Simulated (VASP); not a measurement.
# W4C5 in VASP: relaxation of the atoms with PBE

Aim: the relaxation of the atoms of W4C5 with PBE.

Program: VASP 6.6.1. These are calculated values, not measurements. Logs are shortened: lines on timing, memory, paths and dates and some standing lists are left out, and cuts for length are marked.

**1. The cell of the first run**

The cell holds a slab with vacuum, 9 atoms: a = 2.922 Å, b = 2.922 Å, c = 26.388 Å, α = 90.00°, β = 90.00°, γ = 120.00°.

**2. Relaxation of the atoms, PBE**

Contents of INCAR:

```
  ALGO = Fast
  DIPOL = 0.5 0.5 0.500
  EDIFF = 1E-6
  EDIFFG = -0.02
  ENCUT = 520
  GGA = PE
  IBRION = 2
  IDIPOL = 3
  ISIF = 2
  ISMEAR = 0
  LASPH = T
  LCHARG = F
  LDIPOL = T
  LREAL = F
  LWAVE = F
  NELM = 100
  NSW = 80
  PREC = Accurate
  SIGMA = 0.1
```

Contents of KPOINTS:

```
k-points
0
Gamma
  12 12 1
```

Contents of POSCAR:

```
W4C5
1.0
    2.9217716513      0.0000000000      0.0000000000
   -1.4608858257      2.5303284741      0.0000000000
    0.0000000000      0.0000000000     26.3883035323
C W
5 4
Direct
    0.6666666667      0.3333333333      0.2842168308
    0.6666666667      0.3333333333      0.3921084154
    0.6666666667      0.3333333333      0.5000000000
    0.6666666667      0.3333333333      0.6078915846
    0.6666666667      0.3333333333      0.7157831692
    0.0000000000      0.0000000000      0.3381626231
    0.0000000000      0.0000000000      0.4460542077
    0.0000000000      0.0000000000      0.5539457923
    0.0000000000      0.0000000000      0.6618373769
```

Potentials or basis: VASP PAW PBE potentials, release 64 (C, W_sv).

Run with:

```sh
$ cat potpaw_PBE.64/C/POTCAR potpaw_PBE.64/W_sv/POTCAR > POTCAR
$ mpirun -np 1 vasp_std > vasp.out
```

OUTCAR:

```text
EDIFF = 1E-6
   EDIFFG = -0.02
   ENCUT = 520
   GGA = PE
   IBRION = 2
   ISIF = 2
   ISMEAR = 0
   LASPH = T
   LREAL = F
   NELM = 100
   NSW = 80
   PREC = Accurate

 ion  position               nearest neighbor table
   1  0.667  0.333  0.284-   6 2.21   6 2.21   6 2.21
   2  0.667  0.333  0.392-   7 2.21   6 2.21   7 2.21   6 2.21   7 2.21   6 2.21
   3  0.667  0.333  0.500-   7 2.21   8 2.21   7 2.21   8 2.21   7 2.21   8 2.21
   4  0.667  0.333  0.608-   8 2.21   9 2.21   8 2.21   9 2.21   8 2.21   9 2.21
   5  0.667  0.333  0.716-   9 2.21   9 2.21   9 2.21
   6  0.000  0.000  0.338-   1 2.21   2 2.21   1 2.21   2 2.21   1 2.21   2 2.21   7 2.85
   7  0.000  0.000  0.446-   2 2.21   3 2.21   2 2.21   3 2.21   2 2.21   3 2.21   8 2.85   6 2.85

   8  0.000  0.000  0.554-   3 2.21   4 2.21   3 2.21   4 2.21   3 2.21   4 2.21   7 2.85   9 2.85

   9  0.000  0.000  0.662-   5 2.21   4 2.21   5 2.21   4 2.21   5 2.21   4 2.21   8 2.85

  LATTYP: Found a hexagonal cell.
 ALAT       =     2.9217716513
 C/A-ratio  =     9.0316105027

  Lattice vectors:

 A1 = (   2.9217716513,   0.0000000000,   0.0000000000)
 A2 = (  -1.4608858257,   2.5303284741,   0.0000000000)
 A3 = (   0.0000000000,   0.0000000000,  26.3883035323)

Analysis of symmetry for initial positions (statically):
=====================================================================
 Subroutine PRICEL returns:
 Original cell was already a primitive cell.

 Routine SETGRP: Setting up the symmetry group for a
 hexagonal supercell.

 Subroutine GETGRP returns: Found 12 space group operations
 (whereof 12 operations were pure point group operations)
 out of a pool of 24 trial point group operations.

The static configuration has the point symmetry D_3h.

Analysis of symmetry for dynamics (positions and initial velocities):
=====================================================================
 Subroutine PRICEL returns:
 Original cell was already a primitive cell.

 Routine SETGRP: Setting up the symmetry group for a
 hexagonal supercell.

 Subroutine GETGRP returns: Found 12 space group operations
 (whereof 12 operations were pure point group operations)
 out of a pool of 24 trial point group operations.

The dynamic configuration has the point symmetry D_3h.

 Subroutine INISYM returns: Found 12 space group operations
 (whereof 12 operations are pure point group operations),
 and found     1 'primitive' translations

----------------------------------------------------------------------------------------

                                     Primitive cell

  volume of cell :     195.0898

  direct lattice vectors                    reciprocal lattice vectors
     2.921771651  0.000000000  0.000000000     0.342258095  0.197602803  0.000000000
    -1.460885826  2.530328474  0.000000000     0.000000000  0.395205607  0.000000000
     0.000000000  0.000000000 26.388303532     0.000000000  0.000000000  0.037895577

  length of vectors
     2.921771651  2.921771651 26.388303532     0.395205607  0.395205607  0.037895577

  position of ions in fractional coordinates (direct lattice)
     0.666666667  0.333333333  0.284216831
     0.666666667  0.333333333  0.392108415
     0.666666667  0.333333333  0.500000000
     0.666666667  0.333333333  0.607891585
     0.666666667  0.333333333  0.715783169
     0.000000000  0.000000000  0.338162623
     0.000000000  0.000000000  0.446054208
     0.000000000  0.000000000  0.553945792
     0.000000000  0.000000000  0.661837377

  ion indices of the primitive-cell ions
   primitive index   ion index
                 1           1
                 2           2
                 3           3
                 4           4
                 5           5
                 6           6
                 7           7
                 8           8
[... 57 lines left out ...]
 SYSTEM =  unknown system
   PREC   = accura    normal or accurate (medium, high low for compatibility)
   ISTART =      0    job   : 0-new  1-cont  2-samecut
   ICHARG =      2    charge: 1-file 2-atom 10-const
   ISPIN  =      1    spin polarized calculation?
   LNONCOLLINEAR =      F non collinear calculations
   LSORBIT =      F    spin-orbit coupling
   LASPH  =      T    aspherical Exc in radial PAW
   ENCUT  =  520.0 eV  38.22 Ry    6.18 a.u.   5.43  5.43 49.06*2*pi/ulx,y,z
   NELM   =    100;   NELMIN=  2; NELMDL= -5     # of ELM steps
   EDIFF  = 0.1E-05   stopping-criterion for ELM
   LREAL  =      F    real-space projection
   EDIFFG = -.2E-01   stopping-criterion for IOM
   NSW    =     80    number of steps for IOM
   IBRION =      2    ionic relax: 0-MD 1-quasi-New 2-CG
   NFREE  =      1    steps in history (QN), initial steepest desc. (CG)
   ISIF   =      2    stress and relaxation
   ISYM   =      2    0-nonsym 1-usesym 2-fastsym
   POTIM  = 0.5000    time-step for ionic-motion
   TEBEG  =    0.0;   TEEND  =   0.0 temperature during run
   PSTRESS=    0.0 pullay stress
   NELECT =      76.0000    total number of electrons
   NUPDOWN=      -1.0000    fix difference up-down
   EMIN   =  10.00;   EMAX   =-10.00  energy-range for DOS
   EFERMI =   0.00;   METHOD = LEGACY
   ISMEAR =     0;   SIGMA  =   0.10  broadening in eV -4-tet -1-fermi 0-gaus
   EFERMI_NEDOS =   21; number of points for ismear=-14 and -15
   IALGO  =     68    algorithm
   IMIX   =      4    mixing-type and parameters
     AMIX     =   0.40;   BMIX     =  1.00
     AMIX_MAG =   1.60;   BMIX_MAG =  1.00
  volume/ion in A,a.u.               =      21.68       146.28
  Fermi-wavevector in a.u.,A,eV,Ry     =   1.195642  2.259436 19.450340  1.429560
  Thomas-Fermi vector in A             =   2.331602
   LORBIT       =      0    0 simple, 1 ext, 2 COOP (PROOUT), +10 PAW based schemes
   GGA     = PE    functional components
   LHFCALC =     F    Hartree Fock is set to
   AEXX    =    0.0000 exact exchange contribution
   IVDW    =     0    specifies the selected vdW correction
   LEPSILON=     F    determine dielectric tensor
   LRPA    =     F    only Hartree local field effects (RPA)
 conjugate gradient relaxation of ions
 non-spin polarized calculation
 RMM-DIIS sequential band-by-band and
 Gauss-broadening in eV      SIGMA  =   0.10
  energy-cutoff  :      520.00
  volume of cell :      195.09
 maximum number of plane-waves:      5355
 NGX is ok and might be reduce to    24
   NGX = 11   NGY = 11   NGZ = 99

--------------------------------------- Ionic step        1  -------------------------------------------

 number of electron      76.0000006 magnetization

 Free energy of the ion-electron system (eV)
  ---------------------------------------------------
  ext. energy  EPLUGINS =         0.00000000
  ---------------------------------------------------
  free energy    TOTEN  =       -91.82752243 eV

  energy without entropy =      -91.81913383  energy(sigma->0) =      -91.82332813

------------------------ aborting loop because EDIFF is reached ----------------------------------------

  FORCE on cell =-STRESS in cart. coord.  units (eV):
  Direction    XX          YY          ZZ          XY          YZ          ZX
  --------------------------------------------------------------------------------------
  -------------------------------------------------------------------------------------
  Total        0.2730161      0.2730161     -9.0983716     -0.0000000      0.0000000     -0.0000000
  in kB        2.2421479      2.2421479    -74.7204722     -0.0000000      0.0000000     -0.0000000
  external PRESSURE =     -23.4120588 kB  Pullay stress =       0.0000000 kB
[... 110 lines left out ...]
  FREE ENERGIE OF THE ION-ELECTRON SYSTEM (eV)
  ---------------------------------------------------
  free  energy   TOTEN  =       -93.5363857977 eV

  energy  without entropy=      -93.5207663147  energy(sigma->0) =      -93.52857606

[... ionic steps 4 to 14 ...]

--------------------------------------- Ionic step       15  -------------------------------------------

 number of electron      76.0000007 magnetization

------------------------ aborting loop because EDIFF is reached ----------------------------------------
[... 38 lines left out ...]
--------------------------------------- Ionic step       16  -------------------------------------------

 number of electron      76.0000007 magnetization

 dipolmoment           0.000000      0.000000     -0.000000 electrons x Angstroem

------------------------ aborting loop because EDIFF is reached ----------------------------------------

  FORCE on cell =-STRESS in cart. coord.  units (eV):
  Direction    XX          YY          ZZ          XY          YZ          ZX
  --------------------------------------------------------------------------------------
  -------------------------------------------------------------------------------------
  Total        7.8289880      7.8289880     -0.3038379     -0.0000000      0.0000000      0.0000000
  in kB       64.2956465     64.2956465     -2.4952718     -0.0000000      0.0000000      0.0000000
  external PRESSURE =      42.0320071 kB  Pullay stress =       0.0000000 kB
[... 30 lines left out ...]
--------------------------------------- Ionic step       17  -------------------------------------------

 number of electron      76.0000007 magnetization

 dipolmoment           0.000000      0.000000      0.000000 electrons x Angstroem

 Free energy of the ion-electron system (eV)
  ---------------------------------------------------
  ext. energy  EPLUGINS =         0.00000000
  ---------------------------------------------------
  free energy    TOTEN  =       -93.69333548 eV

  energy without entropy =      -93.68779054  energy(sigma->0) =      -93.69056301

 E-fermi :   1.5086     XC(G=0):  -6.9634

 val. band max:        1.4738489050   @ k =   0.5000   0.0000   0.0000
 cond. band min:       1.5514116259   @ k =   0.0000   0.0000   0.0000
 fundamental gap:      0.0775627209
 Fermi energy:         1.5085975172

 k-point     1 :       0.0000    0.0000    0.0000
  band No.  band energies     occupation
      1     -72.3694      2.00000
      2     -72.3517      2.00000
      3     -72.3162      2.00000
      4     -72.3157      2.00000
      5     -36.9378      2.00000
      6     -36.7290      2.00000
[... 901 lines left out ...]
     44       4.6717      0.00000
     45       5.4352      0.00000

------------------------ aborting loop because EDIFF is reached ----------------------------------------

 vacuum level on the upper side and lower side of the slab       (xc-potential included)        -0.009        -0.009

  FORCE on cell =-STRESS in cart. coord.  units (eV):
  Direction    XX          YY          ZZ          XY          YZ          ZX
  --------------------------------------------------------------------------------------
  -------------------------------------------------------------------------------------
  Total        7.8447143      7.8447143     -0.2815356     -0.0000000      0.0000000     -0.0000000
  in kB       64.4247983     64.4247983     -2.3121140     -0.0000000      0.0000000     -0.0000000
  external PRESSURE =      42.1791608 kB  Pullay stress =       0.0000000 kB
[... 24 lines left out ...]
  FREE ENERGIE OF THE ION-ELECTRON SYSTEM (eV)
  ---------------------------------------------------
  free  energy   TOTEN  =       -93.6933354814 eV

  energy  without entropy=      -93.6877905381  energy(sigma->0) =      -93.69056301

 reached required accuracy - stopping structural energy minimisation

 vacuum level on the upper side and lower side of the slab         7.770         7.770
```

It took 79 min on 1 thread of Oxide Virtual Turin-like, shared host; peak memory 0.38 GiB.

What came out:

```
Free energy                  : -93.6933 eV
Energy gained by relaxing    : 207.3 meV/atom
Ionic steps                  : 17
Largest force after relaxing : 0.011 eV/Å
Band gap on the k mesh       : zero (bands 38 and 39 overlap by 0.37 eV)
```

Forces on the atoms (eV/Å):
```
C    0.000  0.000  0.007
C    0.000  0.000  0.006
C    0.000  0.000  0.000
C    0.000  0.000 -0.006
C    0.000  0.000 -0.007
W    0.000  0.000  0.011
W    0.000  0.000  0.006
W    0.000  0.000 -0.006
W    0.000  0.000 -0.011
```

The path:
| step | energy change (eV) | largest force (eV/Å) | pressure (GPa) |
| --- | --- | --- | --- |
| 1 | 0.0000 | 5.5263 | -2.34 |
| 2 | -0.8359 | 5.4773 | 6.08 |
| 3 | -1.7089 | 0.8071 | 0.81 |
| 4 | -1.7088 | 0.8067 | 0.68 |
| 5 | -1.7965 | 0.5509 | 1.69 |
| 6 | -1.7971 | 0.6668 | 1.80 |
| 7 | -1.8272 | 0.4555 | 2.37 |
| 8 | -1.8281 | 0.3342 | 2.27 |
| 9 | -1.8405 | 0.2683 | 2.64 |
| 10 | -1.8533 | 0.4640 | 3.62 |
| 11 | -1.8588 | 0.3499 | 3.75 |
| 12 | -1.8645 | 0.1127 | 4.09 |
| 13 | -1.8645 | 0.1080 | 4.09 |
| 14 | -1.8650 | 0.0857 | 4.11 |
| 15 | -1.8658 | 0.0320 | 4.19 |
| 16 | -1.8658 | 0.0411 | 4.20 |
| 17 | -1.8658 | 0.0106 | 4.22 |

Final structure:
```yaml
crystal:
  lattice:
    - [2.92177, 0.00000, 0.00000]
    - [-1.46089, 2.53033, 0.00000]
    - [0.00000, 0.00000, 26.38830]
  atoms:
    - { symbol: C, position: [0.66667, 0.33333, 0.29409] }
    - { symbol: C, position: [0.66667, 0.33333, 0.39316] }
    - { symbol: C, position: [0.66667, 0.33333, 0.50000] }
    - { symbol: C, position: [0.66667, 0.33333, 0.60684] }
    - { symbol: C, position: [0.66667, 0.33333, 0.70591] }
    - { symbol: W, position: [0.00000, 0.00000, 0.33562] }
    - { symbol: W, position: [0.00000, 0.00000, 0.44582] }
    - { symbol: W, position: [0.00000, 0.00000, 0.55418] }
    - { symbol: W, position: [0.00000, 0.00000, 0.66438] }
```

Caveat: spin-orbit coupling is left out, which moves the levels of the heavy elements.

The gap in the log of VASP goes by the Fermi energy; the results here count the filled bands.